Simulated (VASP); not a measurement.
# TaH3Br2 (P-6m2) in VASP: notebook, part 2 of 2

VASP 6.6.1. The steps go on from the part before.

## 4. Single point, PBE, collinear spin, ferromagnetic start

This run uses another cell than the first one, of 17.63 Å³/atom, 1.181 times its volume.

Contents of INCAR:

```
  PREC = Accurate
  ENCUT = 520
  EDIFF = 1E-6
  ISMEAR = 0
  SIGMA = 0.1
  LREAL = False
  LASPH = True
  NELM = 150
  ALGO = Normal
  ISIF = 2
  LWAVE = False
  LCHARG = True
  ISPIN = 2
  MAGMOM = 1 0 0 0 0 0
  LORBIT = 11
  LMAXMIX = 4
  GGA = PE
  LELF = True
  LVHAR = True
  NBANDS = 27
```

Contents of KPOINTS:

```
regular mesh
0
Gamma
  6 6 2
```

Contents of POSCAR:

```
TaH3Br2
1.0
    3.9549751700      0.0000000000      0.0000000000
   -1.9774875900      3.4251089700      0.0000000000
    0.0000000000      0.0000000000      7.8072167400
Ta H Br
1 3 2
Direct
    0.6666666700      0.3333333300      0.5000000000
    0.6666666700      0.3333333300      0.0000000000
    0.0000000000      0.0000000000      0.5000000000
    0.0000000000      0.0000000000      0.0000000000
    0.3333333300      0.6666666700      0.7520078400
    0.3333333300      0.6666666700      0.2479921600
```

Potentials or basis: VASP PAW PBE potentials, release 64 (Ta_pv, H, Br).

Run with:

```sh
$ cat potpaw_PBE.64/Ta_pv/POTCAR potpaw_PBE.64/H/POTCAR potpaw_PBE.64/Br/POTCAR > POTCAR
$ mpirun -np 1 vasp_std > vasp.out
```

OUTCAR:

```text
PREC = Accurate
   ENCUT = 520
   EDIFF = 1E-6
   ISMEAR = 0
   LREAL = False
   LASPH = True
   NELM = 150
   ISIF = 2
   ISPIN = 2
   LORBIT = 11
   GGA = PE

 ion  position               nearest neighbor table
   1  0.667  0.333  0.500-   5 3.01   6 3.01   5 3.01   6 3.01   5 3.01   6 3.01
   2  0.667  0.333  0.000-
   3  0.000  0.000  0.500-
   4  0.000  0.000  0.000-
   5  0.333  0.667  0.752-   1 3.01   1 3.01   1 3.01
   6  0.333  0.667  0.248-   1 3.01   1 3.01   1 3.01

  LATTYP: Found a hexagonal cell.
 ALAT       =     3.9549751700
 C/A-ratio  =     1.9740242111

  Lattice vectors:

 A1 = (   3.9549751700,   0.0000000000,   0.0000000000)
 A2 = (  -1.9774875900,   3.4251089700,   0.0000000000)
 A3 = (   0.0000000000,   0.0000000000,   7.8072167400)

Analysis of symmetry for initial positions (statically):
=====================================================================
 Subroutine PRICEL returns:
 Original cell was already a primitive cell.

 Routine SETGRP: Setting up the symmetry group for a
 hexagonal supercell.

 Subroutine GETGRP returns: Found 12 space group operations
[... 1008 lines left out ...]
  Total       -8.7154897     -8.7154897     -4.6252941      0.0000000      0.0000000      0.0000000
  in kB     -132.0346710   -132.0346711    -70.0705522      0.0000002      0.0000000      0.0000000
  external PRESSURE =    -111.3799648 kB  Pullay stress =       0.0000000 kB

 VOLUME and BASIS-vectors are now :
 -----------------------------------------------------------------------------
  energy-cutoff  :      520.00
  volume of cell :      105.76
      direct lattice vectors                 reciprocal lattice vectors
     3.954975170  0.000000000  0.000000000     0.252846088  0.145980757  0.000000000
    -1.977487590  3.425108970  0.000000000     0.000000000  0.291961514  0.000000000
     0.000000000  0.000000000  7.807216740     0.000000000  0.000000000  0.128086620

 POSITION                                       TOTAL-FORCE (eV/Angst)
 -----------------------------------------------------------------------------------
      1.97749      1.14170      3.90361         0.000000      0.000000      0.000000
      1.97749      1.14170      0.00000        -0.000000      0.000000      0.000000
      0.00000      0.00000      3.90361        -0.000000      0.000000      0.000000
      0.00000      0.00000      0.00000        -0.000000      0.000000      0.000000
     -0.00000      2.28341      5.87109         0.000000     -0.000000     -1.570849
     -0.00000      2.28341      1.93613         0.000000     -0.000000      1.570849
 -----------------------------------------------------------------------------------
    total drift:                                0.000018     -0.000010      0.000000

  FREE ENERGIE OF THE ION-ELECTRON SYSTEM (eV)
  ---------------------------------------------------
  free  energy   TOTEN  =       -20.3665928680 eV

  energy  without entropy=      -20.3561155206  energy(sigma->0) =      -20.36135419

 total charge

# of ion       s       p       d       tot
------------------------------------------
    1        0.201   6.030   2.151   8.383
    2        0.360   0.002   0.000   0.362
    3        0.485   0.009   0.000   0.494
    4        0.386   0.001   0.000   0.388
    5        1.628   3.114   0.025   4.767
    6        1.628   3.114   0.025   4.767
--------------------------------------------------
tot          4.688  12.270   2.201  19.160

 magnetization (x)

# of ion       s       p       d       tot
------------------------------------------
    1        0.036   0.008   1.253   1.297
    2        0.288   0.000   0.000   0.288
    3       -0.027   0.005   0.000  -0.022
    4       -0.171   0.000   0.000  -0.171
    5        0.003  -0.007   0.006   0.001
    6        0.003  -0.007   0.006   0.001
--------------------------------------------------
tot          0.130  -0.001   1.265   1.394
```

OSZICAR:

```text
N       E                     dE             d eps       ncg     rms          rms(c)
DAV:   1     0.167344487005E+03    0.16734E+03   -0.12340E+04  1520   0.878E+02
DAV:   2    -0.137698502906E+02   -0.18111E+03   -0.17267E+03  1848   0.218E+02
DAV:   3    -0.247181880597E+02   -0.10948E+02   -0.10823E+02  1822   0.501E+01
DAV:   4    -0.248382140713E+02   -0.12003E+00   -0.11995E+00  1865   0.577E+00
[... 26 lines left out ...]
DAV:  31    -0.203665876406E+02    0.41150E-04   -0.11242E-04  1660   0.268E-02    0.277E-02
DAV:  32    -0.203665928557E+02   -0.52151E-05   -0.10580E-04  1571   0.215E-02    0.115E-02
DAV:  33    -0.203665907531E+02    0.21026E-05   -0.70478E-06  1647   0.755E-03    0.807E-03
DAV:  34    -0.203665924431E+02   -0.16900E-05   -0.13050E-05  1525   0.752E-03    0.418E-03
DAV:  35    -0.203665928680E+02   -0.42498E-06   -0.96590E-06  1631   0.651E-03
   1 F= -.20366593E+02 E0= -.20361354E+02  d E =-.104773E-01  mag=     1.9994
```

stdout:

```text
POSCAR found type information on POSCAR TaH Br
 POSCAR found :  3 types and       6 ions
 scaLAPACK will be used
 LDA part: xc-table for (Slater+PW92), standard interpolation
 POSCAR, INCAR and KPOINTS ok, starting setup
 FFT: planning ... GRIDC
 FFT: planning ... GRID_SOFT
 FFT: planning ... GRID
 WAVECAR not read
 entering main loop
```

Run time: 1.8 min. Hardware: 1 thread of Intel Xeon 6975P-C (Granite Rapids), shared host; peak memory 0.31 GiB.

Results:

| Quantity | Value |
| --- | --- |
| Free energy | -20.3666 eV |
| Pressure | -11.1 GPa |
| Largest force | 1.571 eV/Å |
| Band gap on the k mesh | zero (filled and empty bands overlap) |
| Net moment | 2.00 μB per cell |
| Site moments | Ta +1.30; H +0.29, -0.02, -0.17; Br +0.00 μB |
| Valence electrons inside the program's atomic spheres | Ta 8.38; H 0.36, 0.49, 0.39; Br 4.77 |

Forces in eV/Å, atoms in the order of the input:
```
Ta   0.000  0.000  0.000
H    0.000  0.000  0.000
H    0.000  0.000  0.000
H    0.000  0.000  0.000
Br   0.000  0.000 -1.571
Br   0.000  0.000  1.571
```

Caveat: the k points lie up to 0.40 Å⁻¹ apart; spin-orbit coupling is left out, which moves the levels of the heavy elements; forces of over 1 eV/Å act on the atoms, so gaps and moduli don't describe the material at rest.

## 5. The runs side by side

```csv
spin,cell,k mesh,gap on the mesh (eV),pressure (GPa),moment (μB),largest force (eV/Å)
"collinear, ferromagnetic start","a = 3.290, b = 3.290, c = 9.554 Å, angles 90.0, 90.0, 120.0°, 6 atoms",6 × 6 × 2,none,0.1,0.31,0.02
off,"a = 3.283, b = 3.283, c = 9.634 Å, angles 90.0, 90.0, 120.0°, 6 atoms",12 × 12 × 4,none,0.0,-,0.01
"collinear, ferromagnetic start","a = 3.955, b = 3.955, c = 7.807 Å, angles 90.0, 90.0, 120.0°, 6 atoms",6 × 6 × 2,none,-11.1,2.00,1.57
```

Alike in all rows: task single point; level PBE; potentials or basis VASP PAW PBE potentials, release 64 (Ta_pv, H, Br); cutoff (eV) 520; smearing gaussian 0.1 eV.

Caveats: some runs use coarse meshes; spin-orbit coupling is left out, which moves the levels of the heavy elements; forces of over 1 eV/Å act on the atoms, so gaps and moduli don't describe the material at rest (some runs).

Absolute energies hang on the potentials; compare differences alone.
